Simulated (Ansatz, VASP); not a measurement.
**Two plane-wave programs on BaTiO3**

```
CELL_PARAMETERS angstrom
3.91815 0.00000 0.00000
0.00000 3.91815 0.00000
0.00000 0.00000 3.93598
ATOMIC_POSITIONS crystal
Ba 0.00000 0.00000 0.00257
Ti 0.50000 0.50000 0.49556
O 0.50000 0.50000 0.01132
O 0.50000 0.00000 0.50928
O 0.00000 0.50000 0.50928
```

Change from the starting cell: volume scaled by 0.94, ions relaxed.

Alike in both runs: functional PBE; k mesh 8 × 8 × 8; occupations fermi-dirac, width 0.02 eV; no spin polarisation.

Ansatz relaxed the structure, and its values are those at the end. VASP's run is a single point on that final structure, the one shown.

|  | VASP | Ansatz |
| --- | --- | --- |
| version | VASP 6.6.1 | Ansatz 0.2.0 |
| potentials or method | VASP PAW PBE potentials, release 64 (Ba_sv, Ti_sv, O) | plane-wave PAW, scalar-relativistic |
| plane-wave cutoff (eV) | 520 | 420 |
| valence electrons in the cell | 40 | 40 |

|  | VASP | Ansatz | Ansatz less VASP |
| --- | --- | --- | --- |
| gap on the k mesh at the Fermi level (eV) | 1.87 | 1.94 | +0.076 |
| pressure (GPa) | 16.3 | 14.0 | -2.23 |
| rms of the force components (eV/Å) | 0.008 | 0.000 | -0.0079 |

With one functional, cell and mesh, what is left measures potentials, basis and numerics. Ansatz's warnings: stress scf threshold loose.

Spin-orbit coupling is off throughout.
